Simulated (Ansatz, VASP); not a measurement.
V in VASP and in Ansatz

```xyz
1
Lattice="2.4625 0.0000 0.0000 0.0000 2.4625 0.0000 0.0000 0.0000 2.4625" Properties=species:S:1:pos:R:3 pbc="T T T"
V     0.0000    0.0000    0.0000
```

Alike in both runs: task relaxation of cell and atoms; functional BLYP; k mesh 13 × 13 × 13; occupations fermi-dirac, width 0.1 eV; no spin polarisation.

|  | VASP | Ansatz |
| --- | --- | --- |
| version | VASP 6.6.1 | Ansatz 0.2.0 |
| potentials or method | VASP PAW PBE potentials, release 64 (V_sv), cutoff 600 eV | plane waves (420 eV) with PAW, scalar-relativistic |
| valence electrons in the cell | 13 | 13 |

|  | VASP | Ansatz | Ansatz less VASP |
| --- | --- | --- | --- |
| relaxed volume (Å³/atom) | 15.22 | 15.19 | -0.035 |
| relaxed cell length with the largest relative difference (Å) | 2.478 | 2.476 | -0.0019 |

VASP's potentials were made for PBE, not for BLYP.
